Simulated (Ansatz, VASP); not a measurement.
One calculation of Sn, two programs

File POSCAR:

```
Sn
1.0
    0.0000000000      3.4486827700      3.1251435170
    3.4486827700      0.0000000000      3.1251435170
    3.4486827700      3.4486827700      0.0000000000
Sn
2
Direct
    0.0000000000      0.0000000000      0.0000000000
    0.2500000000      0.2500000000      0.2500000000
```

INCAR.step1

```
PREC = Accurate ; ENCUT = 520
ISMEAR = -1 ; SIGMA = 0.02
LREAL = False ; LASPH = True
NELM = 100 ; NBANDS = 21
GGA = PE ; ALGO = Normal
EDIFF = 1E-4 ; LWAVE = True
LCHARG = False
```

Contents of INCAR.step2:

```
PREC = Accurate ; ENCUT = 520
EDIFF = 1E-6 ; ISMEAR = -1
SIGMA = 0.02 ; LREAL = False
LASPH = True ; NELM = 100
ALGO = Normal ; ISIF = 2
LWAVE = False ; LCHARG = True
METAGGA = R2SCAN ; LMIXTAU = True
LELF = True ; LVHAR = True
NBANDS = 21 ; ISTART = 1
```

KPOINTS

```
regular mesh
0
Gamma
  6 6 6
```

Input for Ansatz:

```yaml
crystal:
  lattice:
    - [0.0, 3.44868277, 3.125143517]
    - [3.44868277, 0.0, 3.125143517]
    - [3.44868277, 3.44868277, 0.0]
  atoms:
    - { symbol: Sn, position: [0.0, 0.0, 0.0] }
    - { symbol: Sn, position: [0.25, 0.25, 0.25] }
kpoints:
  mp_grid: { grid: [6, 6, 6] }
  band_path:
    path:
      - [0.0, 0.0, 0.0]
      - [0.5, 0.0, 0.5]
      - [0.625, 0.25, 0.625]
      - [0.375, 0.375, 0.75]
      - [0.5, 0.5, 0.5]
      - [0.5, 0.25, 0.75]
      - [-0.042969, -0.041178, -0.084147]
      - [0.0, 0.0, 0.5]
    npoints: 1
hamiltonian:
  xc: r2scan
scf:
  occupations: { method: fermi_dirac, width: 0.02 }
  n_extra_bands: 4
output:
  forces: true
  stress: true
  eigenvalues: true
```

Change from the starting cell: epitaxial_xy strain +5.0%.

Alike in both runs: task single point; functional r2SCAN; k mesh 6 × 6 × 6; occupations fermi-dirac, width 0.02 eV; no spin polarisation.

```csv
,VASP,Ansatz
version,VASP 6.6.1,Ansatz 0.2.0
potentials or method,"VASP PAW PBE potentials, release 64 (Sn_d)","plane waves, PAW"
plane-wave cutoff (eV),520,500
valence electrons in the cell,28,28
```

```tsv
	VASP	Ansatz	Ansatz less VASP
pressure (GPa)	-1.9	-1.9	+0.06
traceless stress, the component that is largest in VASP (GPa)	1.89	1.89	+0.006
```

VASP's potentials were made for PBE, not for r2SCAN.
